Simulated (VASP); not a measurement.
# GaP (F-43m) in VASP: a series of runs

Runs on GaP. Level: PBEsol. Tasks: single point.

Program: VASP 6.6.1. These are calculated values, not measurements. Logs are shortened: lines on timing, memory, paths and dates and some standing lists are left out, and cuts for length are marked.

## 1. The cell of the first run

It takes space group F-43m (No. 216, cubic). The conventional cell has a = 5.377 Å, b = 5.377 Å, c = 5.377 Å, α = 90.00°, β = 90.00°, γ = 90.00°. Within 3.1 Å of Ga (site symmetry -43m) lie 4 P at 2.33 Å. P (site symmetry -43m) has 4 Ga at 2.33 Å within 3.1 Å.

## 2. Single point, PBEsol (volume scaled by 0.96)

The input, INCAR:

```
SYSTEM = GaP
PREC = Accurate
ENCUT = 520
EDIFF = 1E-6
ISMEAR = -1
SIGMA = 0.08
LREAL = .FALSE.
LASPH = .TRUE.
NELM = 80
ALGO = Normal
ISIF = 2
LWAVE = .FALSE.
LCHARG = .FALSE.
GGA = PS
NBANDS = 16
```

The input, KPOINTS:

```
Automatic mesh
0
G
  12 12 12
  0 0 0
```

The input, POSCAR:

```
GaP
1.0
    0.0000000000      2.6884177822      2.6884177822
    2.6884177822      0.0000000000      2.6884177822
    2.6884177822      2.6884177822      0.0000000000
Ga P
1 1
Direct
    0.0000000000      0.0000000000      0.0000000000
    0.7500000000      0.7500000000      0.7500000000
```

Potentials or basis: VASP PAW PBE potentials, release 64 (Ga_d, P).

On the command line:

```sh
cat potpaw_PBE.64/Ga_d/POTCAR potpaw_PBE.64/P/POTCAR > POTCAR
mpirun -np 1 vasp_std > vasp.out
```

OUTCAR:

```text
SYSTEM = GaP
   PREC = Accurate
   ENCUT = 520
   EDIFF = 1E-6
   ISMEAR = -1
   LREAL = .FALSE.
   LASPH = .TRUE.
   NELM = 80
   ISIF = 2
   GGA = PS

 ion  position               nearest neighbor table
   1  0.000  0.000  0.000-   2 2.33   2 2.33   2 2.33   2 2.33
   2  0.750  0.750  0.750-   1 2.33   1 2.33   1 2.33   1 2.33

  LATTYP: Found a face centered cubic cell.
 ALAT       =     5.3768355644

  Lattice vectors:

 A1 = (   0.0000000000,   2.6884177822,   2.6884177822)
 A2 = (   2.6884177822,   0.0000000000,   2.6884177822)
 A3 = (   2.6884177822,   2.6884177822,   0.0000000000)

Analysis of symmetry for initial positions (statically):
[... 5 lines left out ...]
 face centered cubic supercell.

 Subroutine GETGRP returns: Found 24 space group operations
 (whereof 24 operations were pure point group operations)
 out of a pool of 48 trial point group operations.

The static configuration has the point symmetry T_d .

Analysis of symmetry for dynamics (positions and initial velocities):
[... 5 lines left out ...]
 face centered cubic supercell.

 Subroutine GETGRP returns: Found 24 space group operations
 (whereof 24 operations were pure point group operations)
 out of a pool of 48 trial point group operations.

The dynamic configuration has the point symmetry T_d .

 Subroutine INISYM returns: Found 24 space group operations
 (whereof 24 operations are pure point group operations),
 and found     1 'primitive' translations

----------------------------------------------------------------------------------------

                                     Primitive cell

  volume of cell :      38.8616

  direct lattice vectors                    reciprocal lattice vectors
     0.000000000  2.688417782  2.688417782    -0.185982998  0.185982998  0.185982998
     2.688417782  0.000000000  2.688417782     0.185982998 -0.185982998  0.185982998
     2.688417782  2.688417782  0.000000000     0.185982998  0.185982998 -0.185982998

  length of vectors
     3.801996889  3.801996889  3.801996889     0.322132003  0.322132003  0.322132003

  position of ions in fractional coordinates (direct lattice)
     0.000000000  0.000000000  0.000000000
     0.750000000  0.750000000  0.750000000

  ion indices of the primitive-cell ions
   primitive index   ion index
                 1           1
                 2           2

----------------------------------------------------------------------------------------

 KPOINTS: Automatic mesh

[... 57 lines left out ...]
 SYSTEM =  GaP
   PREC   = accura    normal or accurate (medium, high low for compatibility)
   ISTART =      0    job   : 0-new  1-cont  2-samecut
   ICHARG =      2    charge: 1-file 2-atom 10-const
   ISPIN  =      1    spin polarized calculation?
   LNONCOLLINEAR =      F non collinear calculations
   LSORBIT =      F    spin-orbit coupling
   LASPH  =      T    aspherical Exc in radial PAW
   ENCUT  =  520.0 eV  38.22 Ry    6.18 a.u.   7.07  7.07  7.07*2*pi/ulx,y,z
   NELM   =     80;   NELMIN=  2; NELMDL= -5     # of ELM steps
   EDIFF  = 0.1E-05   stopping-criterion for ELM
   LREAL  =      F    real-space projection
   EDIFFG = 0.1E-04   stopping-criterion for IOM
   NSW    =      0    number of steps for IOM
   IBRION =     -1    ionic relax: 0-MD 1-quasi-New 2-CG
   NFREE  =      0    steps in history (QN), initial steepest desc. (CG)
   ISIF   =      2    stress and relaxation
   ISYM   =      2    0-nonsym 1-usesym 2-fastsym
   POTIM  = 0.5000    time-step for ionic-motion
   TEBEG  =    0.0;   TEEND  =   0.0 temperature during run
   PSTRESS=    0.0 pullay stress
   NELECT =      18.0000    total number of electrons
   NUPDOWN=      -1.0000    fix difference up-down
   EMIN   =  10.00;   EMAX   =-10.00  energy-range for DOS
   EFERMI =   0.00;   METHOD = LEGACY
   ISMEAR =    -1;   SIGMA  =   0.08  broadening in eV -4-tet -1-fermi 0-gaus
   EFERMI_NEDOS =   21; number of points for ismear=-14 and -15
   IALGO  =     38    algorithm
   IMIX   =      4    mixing-type and parameters
     AMIX     =   0.40;   BMIX     =  1.00
     AMIX_MAG =   1.60;   BMIX_MAG =  1.00
  volume/ion in A,a.u.               =      19.43       131.13
  Fermi-wavevector in a.u.,A,eV,Ry     =   1.266657  2.393634 21.829447  1.604419
  Thomas-Fermi vector in A             =   2.399846
   LORBIT       =      0    0 simple, 1 ext, 2 COOP (PROOUT), +10 PAW based schemes
   GGA     = PS    functional components
   LHFCALC =     F    Hartree Fock is set to
   AEXX    =    0.0000 exact exchange contribution
   IVDW    =     0    specifies the selected vdW correction
   LEPSILON=     F    determine dielectric tensor
   LRPA    =     F    only Hartree local field effects (RPA)
 non-spin polarized calculation
  energy-cutoff  :      520.00
  volume of cell :       38.86
 maximum number of plane-waves:      1063
   NGX = 15   NGY = 15   NGZ = 15

 number of electron      17.9999992 magnetization

 Free energy of the ion-electron system (eV)
  ---------------------------------------------------
  ext. energy  EPLUGINS =         0.00000000
  ---------------------------------------------------
  free energy    TOTEN  =        -9.91130615 eV

  energy without entropy =       -9.91130262  energy(sigma->0) =       -9.91130438

 E-fermi :   5.6849     XC(G=0): -10.2078

 val. band max:        4.9935647727   @ k =   0.0000   0.0000   0.0000
 cond. band min:       6.3893211612   @ k =   0.4167   0.4167   0.0000
 fundamental gap:      1.3957563885
 Fermi energy:         5.6849454206

 k-point     1 :       0.0000    0.0000    0.0000
  band No.  band energies     occupation
      1      -9.6231      2.00000
      2      -9.6231      2.00000
      3      -9.6231      2.00000
      4      -9.5092      2.00000
      5      -9.5092      2.00000
      6      -7.8468      2.00000
[... 433 lines left out ...]
      3      -9.5829      2.00000
      4      -9.5092      2.00000
      5      -9.5024      2.00000
      6      -5.3871      2.00000
[... 8 lines left out ...]
     15      15.4074      0.00000
     16      17.0357      0.00000

 [... further k-points ...]
[... 5 lines left out ...]
  --------------------------------------------------------------------------------------
  -------------------------------------------------------------------------------------
  Total        0.7351344      0.7351344      0.7351344     -0.0000000      0.0000000      0.0000000
  in kB       30.3079856     30.3079856     30.3079856     -0.0000000      0.0000000      0.0000000
  external PRESSURE =      30.3079856 kB  Pullay stress =       0.0000000 kB

 VOLUME and BASIS-vectors are now :
 -----------------------------------------------------------------------------
  energy-cutoff  :      520.00
  volume of cell :       38.86
      direct lattice vectors                 reciprocal lattice vectors
     0.000000000  2.688417782  2.688417782    -0.185982998  0.185982998  0.185982998
     2.688417782  0.000000000  2.688417782     0.185982998 -0.185982998  0.185982998
     2.688417782  2.688417782  0.000000000     0.185982998  0.185982998 -0.185982998

 POSITION                                       TOTAL-FORCE (eV/Angst)
 -----------------------------------------------------------------------------------
      0.00000      0.00000      0.00000        -0.000000      0.000000      0.000000
      4.03263      4.03263      4.03263         0.000000     -0.000000     -0.000000
 -----------------------------------------------------------------------------------
    total drift:                               -0.000000     -0.000000     -0.000000

  FREE ENERGIE OF THE ION-ELECTRON SYSTEM (eV)
  ---------------------------------------------------
  free  energy   TOTEN  =        -9.9113061505 eV

  energy  without entropy=       -9.9113026169  energy(sigma->0) =       -9.91130438
```

Run time: 21 s. Hardware: 1 thread of AMD EPYC 9R45 (Zen 5), shared host; peak memory 0.15 GiB.

Results:

```
Free energy            : -9.9113 eV
Pressure               : 3.0 GPa
Band gap on the k mesh : 1.40 eV, indirect (least direct gap 2.09 eV)
```

Caveat: the PAW data sets were made with another functional, which shifts forces and pressure a little. A k mesh can miss the band edges.

[end of part 1 of 2]
